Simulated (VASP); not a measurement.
# MgO (Fm-3m) in VASP: notebook

MgO is run at these levels: PBE; tasks: single point.

Program: VASP 6.6.1. These are calculated values, not measurements. Logs are shortened: lines on timing, memory, paths and dates and some standing lists are left out, and cuts for length are marked.

## (1) The cell of the first run

It takes space group Fm-3m (No. 225, cubic). The conventional cell has a = 4.299 Å, b = 4.299 Å, c = 4.299 Å, α = 90.00°, β = 90.00°, γ = 90.00°. Within 2.8 Å of Mg (site symmetry m-3m) lie 6 O at 2.15 Å. O (site symmetry m-3m) has 6 Mg at 2.15 Å within 2.8 Å.

## (2) Single point, PBE

File INCAR:

```
SYSTEM = MgO
  ALGO = Normal
  EDIFF = 1E-7
  ENCUT = 520
  GGA = PE
  ISIF = 2
  ISMEAR = -1
  LASPH = .True.
  LCHARG = .False.
  LREAL = .False.
  LWAVE = .False.
  NBANDS = 11
  NELM = 100
  PREC = Accurate
  SIGMA = 0.05
```

File KPOINTS:

```
k-points
0
Gamma
  8 8 8
  0 0 0
```

File POSCAR:

```
MgO
1.0
    0.0000000000      2.1496500000      2.1496500000
    2.1496500000      0.0000000000      2.1496500000
    2.1496500000      2.1496500000      0.0000000000
Mg O
1 1
Direct
    0.0000000000      0.0000000000      0.0000000000
    0.5000000000      0.5000000000      0.5000000000
```

Potentials or basis: VASP PAW PBE potentials, release 64 (Mg, O).

Command:

```bash
> cat potpaw_PBE.64/Mg/POTCAR potpaw_PBE.64/O/POTCAR > POTCAR
> mpirun -np 1 vasp_std > vasp.out
```

OUTCAR:

```text
SYSTEM = MgO
   EDIFF = 1E-7
   ENCUT = 520
   GGA = PE
   ISIF = 2
   ISMEAR = -1
   LASPH = .True.
   LREAL = .False.
   NELM = 100
   PREC = Accurate

 ion  position               nearest neighbor table
   1  0.000  0.000  0.000-   2 2.15   2 2.15   2 2.15   2 2.15   2 2.15   2 2.15
   2  0.500  0.500  0.500-   1 2.15   1 2.15   1 2.15   1 2.15   1 2.15   1 2.15

  LATTYP: Found a face centered cubic cell.
 ALAT       =     4.2993000000

  Lattice vectors:

 A1 = (   0.0000000000,   2.1496500000,   2.1496500000)
 A2 = (   2.1496500000,   0.0000000000,   2.1496500000)
 A3 = (   2.1496500000,   2.1496500000,   0.0000000000)

Analysis of symmetry for initial positions (statically):
=====================================================================
 Subroutine PRICEL returns:
 Original cell was already a primitive cell.

 Routine SETGRP: Setting up the symmetry group for a
 face centered cubic supercell.

 Subroutine GETGRP returns: Found 48 space group operations
 (whereof 48 operations were pure point group operations)
 out of a pool of 48 trial point group operations.

The static configuration has the point symmetry O_h .

Analysis of symmetry for dynamics (positions and initial velocities):
=====================================================================
 Subroutine PRICEL returns:
 Original cell was already a primitive cell.

 Routine SETGRP: Setting up the symmetry group for a
 face centered cubic supercell.

 Subroutine GETGRP returns: Found 48 space group operations
 (whereof 48 operations were pure point group operations)
 out of a pool of 48 trial point group operations.

The dynamic configuration has the point symmetry O_h .

 Subroutine INISYM returns: Found 48 space group operations
 (whereof 48 operations are pure point group operations),
 and found     1 'primitive' translations

----------------------------------------------------------------------------------------

                                     Primitive cell

  volume of cell :      19.8670

  direct lattice vectors                    reciprocal lattice vectors
     0.000000000  2.149650000  2.149650000    -0.232596004  0.232596004  0.232596004
     2.149650000  0.000000000  2.149650000     0.232596004 -0.232596004  0.232596004
     2.149650000  2.149650000  0.000000000     0.232596004  0.232596004 -0.232596004

  length of vectors
     3.040064184  3.040064184  3.040064184     0.402868097  0.402868097  0.402868097

  position of ions in fractional coordinates (direct lattice)
     0.000000000  0.000000000  0.000000000
     0.500000000  0.500000000  0.500000000

  ion indices of the primitive-cell ions
   primitive index   ion index
                 1           1
                 2           2

----------------------------------------------------------------------------------------

 KPOINTS: k-points

Automatic generation of k-mesh.
 Grid dimensions read from file:
 generate k-points for:    8    8    8

 Generating k-lattice:

  Cartesian coordinates                     Fractional coordinates (reciprocal lattice)
    -0.029074501  0.029074501  0.029074501     0.125000000  0.000000000  0.000000000
     0.029074501 -0.029074501  0.029074501     0.000000000  0.125000000  0.000000000
     0.029074501  0.029074501 -0.029074501     0.000000000  0.000000000  0.125000000

  Length of vectors
     0.050358512  0.050358512  0.050358512

  Shift w.r.t. Gamma in fractional coordinates (k-lattice)
     0.000000000  0.000000000  0.000000000

 Subroutine IBZKPT returns following result:
 ===========================================

 Found     29 irreducible k-points:

 Following reciprocal coordinates:
            Coordinates               Weight
  0.000000  0.000000  0.000000      1.000000
  0.125000  0.000000  0.000000      8.000000
  0.250000  0.000000  0.000000      8.000000
  0.375000  0.000000  0.000000      8.000000
  0.500000  0.000000  0.000000      4.000000
  0.125000  0.125000  0.000000      6.000000
[... 16 lines left out ...]
  0.500000  0.250000  0.125000     48.000000
 -0.375000  0.250000  0.125000     24.000000
 [... further k-points ...]
   k-points           NKPTS =     29   k-points in BZ     NKDIM =     29   number of bands    NBANDS=     11
   number of dos      NEDOS =    301   number of ions     NIONS =      2
   total plane-waves  NPLWV =  13824
   dimension x,y,z NGX =    24 NGY =   24 NGZ =   24
   dimension x,y,z NGXF=    48 NGYF=   48 NGZF=   48
   ions per type =               1   1
   NGX,Y,Z   is equivalent  to a cutoff of  13.12, 13.12, 13.12 a.u.
   NGXF,Y,Z  is equivalent  to a cutoff of  26.25, 26.25, 26.25 a.u.
 SYSTEM =  MgO
   PREC   = accura    normal or accurate (medium, high low for compatibility)
   ISTART =      0    job   : 0-new  1-cont  2-samecut
   ICHARG =      2    charge: 1-file 2-atom 10-const
   ISPIN  =      1    spin polarized calculation?
   LNONCOLLINEAR =      F non collinear calculations
   LSORBIT =      F    spin-orbit coupling
   LASPH  =      T    aspherical Exc in radial PAW
   ENCUT  =  520.0 eV  38.22 Ry    6.18 a.u.   5.65  5.65  5.65*2*pi/ulx,y,z
   NELM   =    100;   NELMIN=  2; NELMDL= -5     # of ELM steps
   EDIFF  = 0.1E-06   stopping-criterion for ELM
   LREAL  =      F    real-space projection
   EDIFFG = 0.1E-05   stopping-criterion for IOM
   NSW    =      0    number of steps for IOM
   IBRION =     -1    ionic relax: 0-MD 1-quasi-New 2-CG
   NFREE  =      0    steps in history (QN), initial steepest desc. (CG)
   ISIF   =      2    stress and relaxation
   ISYM   =      2    0-nonsym 1-usesym 2-fastsym
   POTIM  = 0.5000    time-step for ionic-motion
   TEBEG  =    0.0;   TEEND  =   0.0 temperature during run
   PSTRESS=    0.0 pullay stress
   NELECT =       8.0000    total number of electrons
   NUPDOWN=      -1.0000    fix difference up-down
   EMIN   =  10.00;   EMAX   =-10.00  energy-range for DOS
   EFERMI =   0.00;   METHOD = LEGACY
   ISMEAR =    -1;   SIGMA  =   0.05  broadening in eV -4-tet -1-fermi 0-gaus
   EFERMI_NEDOS =   21; number of points for ismear=-14 and -15
   IALGO  =     38    algorithm
   IMIX   =      4    mixing-type and parameters
     AMIX     =   0.40;   BMIX     =  1.00
     AMIX_MAG =   1.60;   BMIX_MAG =  1.00
  volume/ion in A,a.u.               =       9.93        67.03
  Fermi-wavevector in a.u.,A,eV,Ry     =   1.208909  2.284507 19.884395  1.461462
  Thomas-Fermi vector in A             =   2.344503
   LORBIT       =      0    0 simple, 1 ext, 2 COOP (PROOUT), +10 PAW based schemes
   GGA     = PE    functional components
   LHFCALC =     F    Hartree Fock is set to
   AEXX    =    0.0000 exact exchange contribution
   IVDW    =     0    specifies the selected vdW correction
   LEPSILON=     F    determine dielectric tensor
   LRPA    =     F    only Hartree local field effects (RPA)
 non-spin polarized calculation
  energy-cutoff  :      520.00
  volume of cell :       19.87
 maximum number of plane-waves:       546
   NGX = 11   NGY = 11   NGZ = 11

 number of electron       7.9999999 magnetization

 Free energy of the ion-electron system (eV)
  ---------------------------------------------------
  ext. energy  EPLUGINS =         0.00000000
  ---------------------------------------------------
  free energy    TOTEN  =       -11.90062401 eV

  energy without entropy =      -11.90062401  energy(sigma->0) =      -11.90062401

 E-fermi :   3.8039     XC(G=0): -10.7910

 val. band max:        2.7406445179   @ k =   0.0000   0.0000   0.0000
 cond. band min:       6.8913968080   @ k =   0.0000   0.0000   0.0000
 fundamental gap:      4.1507522901
 Fermi energy:         3.8039396494

 k-point     1 :       0.0000    0.0000    0.0000
  band No.  band energies     occupation
      1     -14.2192      2.00000
      2       2.7406      2.00000
      3       2.7406      2.00000
      4       2.7406      2.00000
      5       6.8914      0.00000
      6      18.1904      0.00000
      7      18.1904      0.00000
      8      18.1904      0.00000
      9      21.9486      0.00000
     10      23.6527      0.00000
     11      23.6527      0.00000

 k-point     2 :       0.1250    0.0000    0.0000
  band No.  band energies     occupation
      1     -14.0731      2.00000
      2       1.8074      2.00000
      3       2.6482      2.00000
      4       2.6482      2.00000
      5       7.8131      0.00000
      6      16.5300      0.00000
      7      18.5120      0.00000
      8      18.5120      0.00000
      9      22.5803      0.00000
     10      22.5803      0.00000
     11      23.8868      0.00000

 k-point     3 :       0.2500    0.0000    0.0000
  band No.  band energies     occupation
      1     -13.6955      2.00000
      2       0.1949      2.00000
      3       2.4346      2.00000
      4       2.4346      2.00000
      5       9.2803      0.00000
      6      14.9232      0.00000
      7      18.8817      0.00000
      8      18.8817      0.00000
      9      22.2055      0.00000
     10      22.2055      0.00000
     11      23.7339      0.00000

 k-point     4 :       0.3750    0.0000    0.0000
  band No.  band energies     occupation
      1     -13.2744      2.00000
      2      -1.1100      2.00000
      3       2.2332      2.00000
      4       2.2332      2.00000
      5      10.0999      0.00000
      6      14.5339      0.00000
      7      18.6130      0.00000
      8      18.6130      0.00000
      9      22.9982      0.00000
     10      23.4860      0.00000
     11      23.4860      0.00000
[... 239 lines left out ...]
 k-point    22 :       0.3750    0.2500    0.1250
  band No.  band energies     occupation
      1     -13.4252      2.00000
      2      -0.1338      2.00000
      3       1.6702      2.00000
      4       2.1790      2.00000
      5      10.6321      0.00000
      6      13.9678      0.00000
      7      17.1379      0.00000
      8      19.5726      0.00000
      9      20.2789      0.00000
     10      24.4585      0.00000
     11      27.5287      0.00000

 k-point    23 :       0.5000    0.2500    0.1250
  band No.  band energies     occupation
      1     -13.0939      2.00000
      2      -0.7630      2.00000
      3       1.1335      2.00000
      4       1.9453      2.00000
      5      11.7157      0.00000
      6      13.9657      0.00000
      7      15.9939      0.00000
      8      19.1428      0.00000
      9      21.7554      0.00000
     10      24.3553      0.00000
     11      27.7645      0.00000

 k-point    24 :      -0.3750    0.2500    0.1250
  band No.  band energies     occupation
      1     -12.9481      2.00000
      2      -1.0262      2.00000
      3       0.9391      2.00000
      4       1.8331      2.00000
      5      11.9815      0.00000
      6      14.3365      0.00000
      7      15.6019      0.00000
      8      18.8962      0.00000
      9      22.5497      0.00000
     10      24.0016      0.00000
     11      27.9280      0.00000

 [... further k-points ...]

------------------------ aborting loop because EDIFF is reached ----------------------------------------

  FORCE on cell =-STRESS in cart. coord.  units (eV):
  Direction    XX          YY          ZZ          XY          YZ          ZX
  --------------------------------------------------------------------------------------
  -------------------------------------------------------------------------------------
  Total       -0.6454761     -0.6454761     -0.6454761     -0.0000000      0.0000000     -0.0000000
  in kB      -52.0544025    -52.0544025    -52.0544025     -0.0000000      0.0000000     -0.0000000
  external PRESSURE =     -52.0544025 kB  Pullay stress =       0.0000000 kB

 VOLUME and BASIS-vectors are now :
 -----------------------------------------------------------------------------
  energy-cutoff  :      520.00
  volume of cell :       19.87
      direct lattice vectors                 reciprocal lattice vectors
     0.000000000  2.149650000  2.149650000    -0.232596004  0.232596004  0.232596004
     2.149650000  0.000000000  2.149650000     0.232596004 -0.232596004  0.232596004
     2.149650000  2.149650000  0.000000000     0.232596004  0.232596004 -0.232596004

 POSITION                                       TOTAL-FORCE (eV/Angst)
 -----------------------------------------------------------------------------------
      0.00000      0.00000      0.00000         0.000000      0.000000      0.000000
      2.14965      2.14965      2.14965        -0.000000     -0.000000     -0.000000
 -----------------------------------------------------------------------------------
    total drift:                               -0.000000     -0.000000      0.000000

  FREE ENERGIE OF THE ION-ELECTRON SYSTEM (eV)
  ---------------------------------------------------
  free  energy   TOTEN  =       -11.9006240135 eV

  energy  without entropy=      -11.9006240135  energy(sigma->0) =      -11.90062401
```

Wall time 5.6 s (1 thread of AMD EPYC 7R13 (Zen 3), shared host); peak memory 0.11 GiB.

Results:

- Free energy: -11.9006 eV
- Pressure: -5.2 GPa
- Band gap on the k mesh: 4.15 eV, direct

Expect the measured gap to be larger: semilocal functionals such as PBE lack the derivative discontinuity.

(Part 1 of 2 ends here.)
